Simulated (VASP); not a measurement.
# InSe (P6_3/mmc) in VASP: notebook

Aim: see how the results for InSe move with the level of theory and the settings. Levels: PBE, LDA. Tasks: single point.

All numbers are computed with VASP 6.6.1; they aren't measurements. Logs are shortened: lines on timing, memory, paths and dates and some standing lists are left out, and cuts for length are marked.

### 1 The cell of the first run

Symmetry: P6_3/mmc, No. 194, hexagonal system. The conventional cell has a = 4.018 Å, b = 4.018 Å, c = 16.926 Å, α = 90.00°, β = 90.00°, γ = 120.00°. Within 3.5 Å of In (site symmetry 3m) lie 3 Se at 2.64 Å and 1 In at 2.79 Å. Se (site symmetry 3m) has 3 In at 2.64 Å within 3.5 Å.

### 2 Single point, PBE

INCAR

```
SYSTEM = InSe
PREC = Accurate ; ENCUT = 520
EDIFF = 1E-7 ; ISMEAR = -1
SIGMA = 0.02 ; LREAL = .FALSE.
LASPH = .TRUE. ; NELM = 80
ALGO = Normal ; ISIF = 2
LWAVE = .FALSE. ; LCHARG = .FALSE.
GGA = PE ; NBANDS = 48
```

KPOINTS

```
regular mesh
0
G
  12 12 2
  0 0 0
```

POSCAR

```
InSe
1.0
    4.0181119053      0.0000000000      0.0000000000
   -2.0090559527      3.4797869852      0.0000000000
    0.0000000000      0.0000000000     16.9256135378
In Se
4 4
Direct
    0.3333333333      0.6666666667      0.1677023332
    0.6666666667      0.3333333333      0.6677023332
    0.3333333333      0.6666666667      0.3322976668
    0.6666666667      0.3333333333      0.8322976668
    0.3333333333      0.6666666667      0.5927860119
    0.6666666667      0.3333333333      0.0927860119
    0.3333333333      0.6666666667      0.9072139881
    0.6666666667      0.3333333333      0.4072139881
```

Potentials or basis: VASP PAW PBE potentials, release 64 (In_d, Se).

Run with:

```sh
$ cat potpaw_PBE.64/In_d/POTCAR potpaw_PBE.64/Se/POTCAR > POTCAR
$ mpirun -np 1 vasp_std > vasp.out
```

OUTCAR:

```text
SYSTEM = InSe
   PREC = Accurate
   ENCUT = 520
   EDIFF = 1E-7
   ISMEAR = -1
   LREAL = .FALSE.
   LASPH = .TRUE.
   NELM = 80
   ISIF = 2
   GGA = PE

 ion  position               nearest neighbor table
   1  0.333  0.667  0.168-   6 2.64   6 2.64   6 2.64   3 2.79
   2  0.667  0.333  0.668-   5 2.64   5 2.64   5 2.64   4 2.79
   3  0.333  0.667  0.332-   8 2.64   8 2.64   8 2.64   1 2.79
   4  0.667  0.333  0.832-   7 2.64   7 2.64   7 2.64   2 2.79
   5  0.333  0.667  0.593-   2 2.64   2 2.64   2 2.64
   6  0.667  0.333  0.093-   1 2.64   1 2.64   1 2.64
   7  0.333  0.667  0.907-   4 2.64   4 2.64   4 2.64
   8  0.667  0.333  0.407-   3 2.64   3 2.64   3 2.64

  LATTYP: Found a hexagonal cell.
 ALAT       =     4.0181119053
 C/A-ratio  =     4.2123300537

  Lattice vectors:

 A1 = (   4.0181119053,   0.0000000000,   0.0000000000)
 A2 = (  -2.0090559527,   3.4797869852,   0.0000000000)
 A3 = (   0.0000000000,   0.0000000000,  16.9256135378)

Analysis of symmetry for initial positions (statically):
=====================================================================
 Subroutine PRICEL returns:
 Original cell was already a primitive cell.

 Routine SETGRP: Setting up the symmetry group for a
 hexagonal supercell.

 Subroutine GETGRP returns: Found 24 space group operations
 (whereof 12 operations were pure point group operations)
 out of a pool of 24 trial point group operations.

The static configuration has the point symmetry D_3d.
 The point group associated with its full space group is D_6h.

Analysis of symmetry for dynamics (positions and initial velocities):
=====================================================================
 Subroutine PRICEL returns:
 Original cell was already a primitive cell.

 Routine SETGRP: Setting up the symmetry group for a
 hexagonal supercell.

 Subroutine GETGRP returns: Found 24 space group operations
 (whereof 12 operations were pure point group operations)
 out of a pool of 24 trial point group operations.

The dynamic configuration has the point symmetry D_3d.
 The point group associated with its full space group is D_6h.

 Subroutine INISYM returns: Found 24 space group operations
 (whereof 12 operations are pure point group operations),
 and found     1 'primitive' translations
[... 107 lines left out ...]
   EDIFF  = 0.1E-06   stopping-criterion for ELM
   LREAL  =      F    real-space projection
   EDIFFG = 0.1E-05   stopping-criterion for IOM
   NSW    =      0    number of steps for IOM
   IBRION =     -1    ionic relax: 0-MD 1-quasi-New 2-CG
   NFREE  =      0    steps in history (QN), initial steepest desc. (CG)
   ISIF   =      2    stress and relaxation
   ISYM   =      2    0-nonsym 1-usesym 2-fastsym
   POTIM  = 0.5000    time-step for ionic-motion
   TEBEG  =    0.0;   TEEND  =   0.0 temperature during run
   PSTRESS=    0.0 pullay stress
   NELECT =      76.0000    total number of electrons
   NUPDOWN=      -1.0000    fix difference up-down
   EMIN   =  10.00;   EMAX   =-10.00  energy-range for DOS
   EFERMI =   0.00;   METHOD = LEGACY
   ISMEAR =    -1;   SIGMA  =   0.02  broadening in eV -4-tet -1-fermi 0-gaus
   EFERMI_NEDOS =   21; number of points for ismear=-14 and -15
   IALGO  =     38    algorithm
   IMIX   =      4    mixing-type and parameters
     AMIX     =   0.40;   BMIX     =  1.00
     AMIX_MAG =   1.60;   BMIX_MAG =  1.00
  volume/ion in A,a.u.               =      29.58       199.63
  Fermi-wavevector in a.u.,A,eV,Ry     =   1.121088  2.118549 17.100320  1.256838
  Thomas-Fermi vector in A             =   2.257739
   LORBIT       =      0    0 simple, 1 ext, 2 COOP (PROOUT), +10 PAW based schemes
   GGA     = PE    functional components
   LHFCALC =     F    Hartree Fock is set to
   AEXX    =    0.0000 exact exchange contribution
   IVDW    =     0    specifies the selected vdW correction
   LEPSILON=     F    determine dielectric tensor
   LRPA    =     F    only Hartree local field effects (RPA)
 non-spin polarized calculation
  energy-cutoff  :      520.00
  volume of cell :      236.66
 maximum number of plane-waves:      6418
 NGX is ok and might be reduce to    30
   NGX = 15   NGY = 15   NGZ = 63

 number of electron      75.9999991 magnetization

 Free energy of the ion-electron system (eV)
  ---------------------------------------------------
  ext. energy  EPLUGINS =         0.00000000
  ---------------------------------------------------
  free energy    TOTEN  =       -28.31441506 eV

  energy without entropy =      -28.31441499  energy(sigma->0) =      -28.31441503

 E-fermi :   4.1881     XC(G=0):  -8.8400

 val. band max:        3.9653850025   @ k =   0.0000   0.0000   0.0000
 cond. band min:       4.4016478874   @ k =   0.0000   0.0000   0.0000
 fundamental gap:      0.4362628849
 Fermi energy:         4.1880944003

 k-point     1 :       0.0000    0.0000    0.0000
  band No.  band energies     occupation
      1     -10.8179      2.00000
      2     -10.8175      2.00000
      3     -10.6289      2.00000
      4     -10.6289      2.00000
      5     -10.6286      2.00000
      6     -10.6286      2.00000
[... 1213 lines left out ...]
     47       8.5803      0.00000
     48       8.5803      0.00000

 [... further k-points ...]

------------------------ aborting loop because EDIFF is reached ----------------------------------------

  FORCE on cell =-STRESS in cart. coord.  units (eV):
  Direction    XX          YY          ZZ          XY          YZ          ZX
  --------------------------------------------------------------------------------------
  -------------------------------------------------------------------------------------
  Total        3.6797923      3.6797923      3.5364724     -0.0000000      0.0000000     -0.0000000
  in kB       24.9123546     24.9123546     23.9420725     -0.0000000      0.0000000     -0.0000000
  external PRESSURE =      24.5889273 kB  Pullay stress =       0.0000000 kB

 VOLUME and BASIS-vectors are now :
 -----------------------------------------------------------------------------
  energy-cutoff  :      520.00
  volume of cell :      236.66
      direct lattice vectors                 reciprocal lattice vectors
     4.018111905  0.000000000  0.000000000     0.248873108  0.143686956  0.000000000
    -2.009055953  3.479786985  0.000000000     0.000000000  0.287373912  0.000000000
     0.000000000  0.000000000 16.925613538     0.000000000  0.000000000  0.059082053

 POSITION                                       TOTAL-FORCE (eV/Angst)
 -----------------------------------------------------------------------------------
     -0.00000      2.31986      2.83846         0.000000     -0.000000      0.131008
      2.00906      1.15993     11.30127        -0.000000     -0.000000      0.131008
     -0.00000      2.31986      5.62434         0.000000     -0.000000     -0.131008
      2.00906      1.15993     14.08715        -0.000000      0.000000     -0.131008
     -0.00000      2.31986     10.03327        -0.000000     -0.000000     -0.210395
      2.00906      1.15993      1.57046        -0.000000      0.000000     -0.210395
     -0.00000      2.31986     15.35515        -0.000000     -0.000000      0.210395
      2.00906      1.15993      6.89235         0.000000      0.000000      0.210395
 -----------------------------------------------------------------------------------
    total drift:                               -0.000000      0.000000     -0.000000

  FREE ENERGIE OF THE ION-ELECTRON SYSTEM (eV)
  ---------------------------------------------------
  free  energy   TOTEN  =       -28.3144150648 eV

  energy  without entropy=      -28.3144149858  energy(sigma->0) =      -28.31441503
```

OSZICAR:

```text
N       E                     dE             d eps       ncg     rms          rms(c)
DAV:   1     0.783959105672E+03    0.78396E+03   -0.33946E+04  3656   0.175E+03
DAV:   2     0.908573012944E+02   -0.69310E+03   -0.67183E+03  3656   0.469E+02
DAV:   3    -0.216291403842E+02   -0.11249E+03   -0.10919E+03  4408   0.194E+02
DAV:   4    -0.289333593682E+02   -0.73042E+01   -0.72486E+01  4392   0.490E+01
DAV:   5    -0.292081781297E+02   -0.27482E+00   -0.27469E+00  4480   0.981E+00    0.103E+01
DAV:   6    -0.283358714577E+02    0.87231E+00   -0.13630E+00  4736   0.159E+01    0.593E+00
DAV:   7    -0.283192904117E+02    0.16581E-01   -0.10212E+00  5224   0.560E+00    0.142E+00
DAV:   8    -0.283109229429E+02    0.83675E-02   -0.10859E-01  5232   0.326E+00    0.107E+00
DAV:   9    -0.283134891086E+02   -0.25662E-02   -0.18876E-02  4200   0.562E-01    0.484E-01
DAV:  10    -0.283140195254E+02   -0.53042E-03   -0.22159E-03  5592   0.418E-01    0.227E-01
DAV:  11    -0.283144078019E+02   -0.38828E-03   -0.10609E-03  4448   0.209E-01    0.625E-02
DAV:  12    -0.283143991452E+02    0.86567E-05   -0.93813E-05  5584   0.822E-02    0.404E-02
DAV:  13    -0.283144141759E+02   -0.15031E-04   -0.25326E-05  4696   0.227E-02    0.179E-02
DAV:  14    -0.283144148448E+02   -0.66892E-06   -0.50458E-06  4672   0.267E-02    0.253E-03
DAV:  15    -0.283144150646E+02   -0.21978E-06   -0.12429E-06  3672   0.479E-03    0.209E-03
DAV:  16    -0.283144150648E+02   -0.18917E-09   -0.14485E-07  3376   0.183E-03
   1 F= -.28314415E+02 E0= -.28314415E+02  d E =-.790245E-07
```

stdout:

```text
POSCAR found type information on POSCAR InSe
 POSCAR found :  2 types and       8 ions
 scaLAPACK will be used
 LDA part: xc-table for (Slater+PW92), standard interpolation
 POSCAR, INCAR and KPOINTS ok, starting setup
 FFT: planning ... GRIDC
 FFT: planning ... GRID_SOFT
 FFT: planning ... GRID
 WAVECAR not read
 entering main loop
```

Wall time 8.1 min (1 thread of Oxide Virtual Turin-like, shared host); peak memory 0.5 GiB.

Results:

```yaml
Free_energy: -28.3144 eV
Pressure: 2.5 GPa
Largest_force: 0.210 eV/Å
Band_gap_on_the_k_mesh: 0.44 eV
```

Forces on the atoms (eV/Å):
```
In   0.000  0.000  0.131
In   0.000  0.000  0.131
In   0.000  0.000 -0.131
In   0.000  0.000 -0.131
Se   0.000  0.000 -0.210
Se   0.000  0.000 -0.210
Se   0.000  0.000  0.210
Se   0.000  0.000  0.210
```

Stress tensor (GPa, compression positive):
```
2.49 0.00 0.00
0.00 2.49 0.00
0.00 0.00 2.39
```

Levels at points of the mesh, in eV from the valence-band top:
| k point | band 35 | band 36 | band 37 | band 38 | band 39 | band 40 | band 41 | band 42 |
| --- | --- | --- | --- | --- | --- | --- | --- | --- |
| (0.00, 0.00, 0.00) | -1.20 | -1.12 | -1.12 | 0.00 | 0.44 | 1.66 | 2.11 | 2.14 |
| (0.50, 0.00, 0.00) | -2.09 | -2.03 | -2.00 | -1.37 | 1.23 | 1.27 | 1.91 | 1.97 |
| (0.00, 0.00, 0.50) | -1.15 | -1.15 | -0.86 | -0.86 | 1.21 | 1.21 | 2.13 | 2.13 |
| (0.50, 0.00, 0.50) | -2.10 | -2.10 | -1.68 | -1.68 | 1.51 | 1.51 | 1.64 | 1.64 |

Caveat: semilocal functionals underestimate gaps, and a narrow one can read as zero; spin-orbit coupling is left out, which moves the levels of the heavy elements; this functional lacks dispersion, which binds layers or chains, so the pressure and a relaxed spacing across them are unreliable.

### 3 Single point, LDA

INCAR

```
PREC     = Accurate       # precision mode
ENCUT    = 520            # plane-wave cutoff, eV
EDIFF    = 1E-6           # SCF threshold, eV
ISMEAR   = 0              # smearing method
SIGMA    = 0.01           # smearing width, eV
LREAL    = F              # projectors in reciprocal space
LASPH    = T              # aspherical terms in the spheres
NELM     = 60             # most SCF steps
ALGO     = Normal         # electronic algorithm
ISIF     = 2              # what is computed and relaxed
LWAVE    = F              # write WAVECAR
LCHARG   = F              # write CHGCAR
NBANDS   = 48             # bands
```

KPOINTS

```
Automatic mesh
0
Gamma
  12 12 2
```

POSCAR is that of step 2.

Potentials or basis: VASP PAW LDA potentials, release 64 (In_d, Se).

Run with:

```sh
$ cat potpaw_LDA.64/In_d/POTCAR potpaw_LDA.64/Se/POTCAR > POTCAR
$ mpirun -np 1 vasp_std > vasp.out
```

Run time: 12 min. Hardware: 1 thread of Oxide Virtual Turin-like, shared host; peak memory 0.44 GiB.

The run converged. Its results:

```yaml
Free_energy: -33.2781 eV
Pressure: -1.6 GPa
Largest_force: 0.100 eV/Å
Band_gap_on_the_k_mesh: 0.23 eV
```

Forces on the atoms (eV/Å):
```
In   0.000  0.000  0.031
In   0.000  0.000  0.031
In   0.000  0.000 -0.031
In   0.000  0.000 -0.031
Se   0.000  0.000  0.100
Se   0.000  0.000  0.100
Se   0.000  0.000 -0.100
Se   0.000  0.000 -0.100
```

Stress tensor (GPa, compression positive):
```
-1.60  0.00  0.00
 0.00 -1.60  0.00
 0.00  0.00 -1.73
```

Levels at points of the mesh, in eV from the valence-band top:
| k point | band 35 | band 36 | band 37 | band 38 | band 39 | band 40 | band 41 | band 42 |
| --- | --- | --- | --- | --- | --- | --- | --- | --- |
| (0.00, 0.00, 0.00) | -1.19 | -1.11 | -1.11 | 0.00 | 0.23 | 1.53 | 1.94 | 1.96 |
| (0.50, 0.00, 0.00) | -2.10 | -2.05 | -2.04 | -1.40 | 1.07 | 1.16 | 1.82 | 1.85 |
| (0.00, 0.00, 0.50) | -1.15 | -1.15 | -0.93 | -0.93 | 1.08 | 1.08 | 1.96 | 1.96 |
| (0.50, 0.00, 0.50) | -2.11 | -2.11 | -1.72 | -1.72 | 1.39 | 1.39 | 1.51 | 1.51 |

Caveat: semilocal functionals underestimate gaps, and a narrow one can read as zero; spin-orbit coupling is left out, which moves the levels of the heavy elements.
